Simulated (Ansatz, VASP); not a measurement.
# One calculation of Rb, two programs

The input INCAR:

```
SYSTEM = Rb
ALGO = Normal
EDIFF = 1E-7
ENCUT = 520
GGA = PE
ISIF = 2
ISMEAR = 0
LASPH = .True.
LCHARG = .False.
LREAL = .False.
LWAVE = .False.
NBANDS = 10
NELM = 80
PREC = Accurate
SIGMA = 0.1
```

Contents of KPOINTS:

```
k-points
0
Gamma
  10 10 10
  0 0 0
```

POSCAR

```
Rb
1.0
   -2.7023744200      2.7023744200      2.7023744200
    2.7023744200     -2.7023744200      2.7023744200
    2.7023744200      2.7023744200     -2.7023744200
Rb
1
Direct
    0.0000000000      0.0000000000      0.0000000000
```

Input for Ansatz:

```yaml
crystal:
  lattice:
    - [-2.70237442, 2.70237442, 2.70237442]
    - [2.70237442, -2.70237442, 2.70237442]
    - [2.70237442, 2.70237442, -2.70237442]
  atoms:
    - { symbol: Rb, position: [0.0, 0.0, 0.0] }
basis:
  ecutwfc: 420
kpoints:
  mp_grid: { grid: [10, 10, 10] }
hamiltonian:
  xc: pbe
scf:
  occupations: { method: gaussian, width: 0.1 }
output:
  forces: true
  stress: true
  eigenvalues: true
```

Alike in both runs: task single point; functional PBE; k mesh 10 × 10 × 10; occupations gaussian, width 0.1 eV; no spin polarisation.

|  | VASP | Ansatz |
| --- | --- | --- |
| version | VASP 6.6.1 | Ansatz 0.2.0 |
| potentials or method | VASP PAW PBE potentials, release 64 (Rb_sv), cutoff 520 eV | scalar-relativistic, plane waves, PAW |
| valence electrons in the cell | 9 | 9 |

```csv
,VASP,Ansatz,Ansatz less VASP
gap on the k mesh at the Fermi level (eV),none,none,-
pressure (GPa),0.5,0.5,0.00
```

A gap of «none» marks a metal or a gap that the smearing closes.
